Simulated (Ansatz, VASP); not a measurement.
Given: the input of a run of VASP 6.6.1 on BiTe.

POSCAR

```
BiTe
1.0
    2.4227077728      1.3987509848      3.3172919545
   -2.4227077728      1.3987509848      3.3172919545
    0.0000000000     -2.7975019696      3.3172919545
Bi Te
1 1
Direct
    0.5000000000      0.5000000000      0.5000000000
    0.0000000000      0.0000000000      0.0000000000
```

The input INCAR.step1:

```
PREC = Accurate ; ENCUT = 520
EDIFF = 1E-5 ; ISMEAR = -1
SIGMA = 0.05 ; LREAL = F
LASPH = T ; NELM = 60
ALGO = Normal ; ISIF = 2
LWAVE = T ; NBANDS = 18
GGA = PE
```

File INCAR.step2:

```
PREC = Accurate ; ENCUT = 520
EDIFF = 1E-6 ; ISMEAR = -1
SIGMA = 0.05 ; LREAL = F
LASPH = T ; NELM = 60
ALGO = Normal ; ISIF = 2
LWAVE = F ; LCHARG = T
GGA = PE ; LHFCALC = T
AEXX = 0.5 ; HFSCREEN = 0.2
PRECFOCK = Normal ; LELF = T
LVHAR = T ; NBANDS = 18
ISTART = 1
```

File KPOINTS:

```
Automatic mesh
0
Gamma
  4 4 4
```

Potentials or basis: VASP PAW PBE potentials, release 64 (Bi_d, Te).

Launch:

```bash
$ cat potpaw_PBE.64/Bi_d/POTCAR potpaw_PBE.64/Te/POTCAR > POTCAR
$ cp INCAR.step1 INCAR
$ mpirun -np 1 vasp_std > vasp.out
$ cp INCAR.step2 INCAR
$ mpirun -np 1 vasp_std > vasp.out
```

Task: Translate it to Ansatz 0.2.0. Potentials there: Ansatz PAW.

Result: As run (the cutoff follows the program's own potentials):

File input.yaml:

```yaml
crystal:
  lattice:
    - [2.4227077728, 1.3987509848, 3.3172919545]
    - [-2.4227077728, 1.3987509848, 3.3172919545]
    - [0.0, -2.7975019696, 3.3172919545]
  atoms:
    - { symbol: Bi, position: [0.5, 0.5, 0.5] }
    - { symbol: Te, position: [0.0, 0.0, 0.0] }
hamiltonian:
  xc: { exchange: pbe, correlation: pbe, exx: { coeff: 0.5, omega: 0.2 } }
  pseudopotentials: { kind: paw }
kpoints:
  mp_grid: { grid: [4, 4, 4] }
scf:
  occupations: { method: fermi_dirac, width: 0.05 }
output:
  forces: true
  stress: true
  eigenvalues: true
```

Potentials or basis: Ansatz PAW.

Run with:

```sh
$ ansatz run input.yaml --threads 2 --pin off --max-ram 5632MiB --backend cpu --events-out ev --progress --plain --runs-dir out
```

Both were run:

|  | VASP | Ansatz | Ansatz less VASP |
| --- | --- | --- | --- |
| gap on the k mesh at the Fermi level (eV) | none | none | - |
| pressure (GPa) | -4.0 | -3.5 | +0.55 |
| traceless stress, the component that is largest in VASP (GPa) | 0.63 | 0.44 | -0.186 |

VASP's potentials were made for PBE, not for PBE-based screened hybrid. A gap of «none» marks a metal or a gap that the smearing closes. VASP's potentials hold 21 valence electrons a cell and Ansatz's 31, so a difference there can come from the potentials and not from the codes.

The k mesh is coarse, so the values compare programs but aren't converged. Neither program's run includes spin-orbit coupling.
